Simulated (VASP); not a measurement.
Wanted: the native input for a VASP 6.6.1 run.

* Task: single point
* Functional: PBE
* Potentials or basis: VASP PAW PBE potentials, release 64 (Co, Al)
* Cutoff: 520 eV
* k mesh: 14 × 14 × 14
* Occupations: fermi-dirac, width 0.1 eV
* Spin: no spin polarisation
* Dipole correction: no
* Further INCAR settings: ALGO = Normal; EDIFF = 1e-07; NBANDS = 13

The structure of AlCo (rocksalt type) lies in POSCAR:

```
AlCo
1.0
    0.0000000000      2.3959821983      2.3959821983
    2.3959821983      0.0000000000      2.3959821983
    2.3959821983      2.3959821983      0.0000000000
Co Al
1 1
Direct
    0.0000000000      0.0000000000      0.0000000000
    0.5000000000      0.5000000000      0.5000000000
```

These files were run (other wordings do the same):

INCAR

```
SYSTEM = AlCo
PREC = Accurate ; ENCUT = 520
EDIFF = 1E-7 ; ISMEAR = -1
SIGMA = 0.1 ; LREAL = .False.
LASPH = .True. ; NELM = 60
ALGO = Normal ; ISIF = 2
LWAVE = .False. ; LCHARG = .False.
GGA = PE ; NBANDS = 13
```

KPOINTS

```
Automatic mesh
0
Gamma
  14 14 14
  0 0 0
```

Potentials or basis: VASP PAW PBE potentials, release 64 (Co, Al).

Launch:

```console
$ cat potpaw_PBE.64/Co/POTCAR potpaw_PBE.64/Al/POTCAR > POTCAR
$ mpirun -np 1 vasp_std > vasp.out
```

Results of the run:

```json
{
  "Pressure": "-0.1 GPa",
  "Band gap on the k mesh": "zero (band 6 reaches 8.44 eV, above the bottom of band 7 at 8.26 eV)"
}
```

Run time: 55 s on 1 thread of Intel(R) Xeon(R) Platinum 8259CL CPU @ 2.50GHz (Skylake/Cascade Lake), on a shared host, peak memory 0.18 GiB.
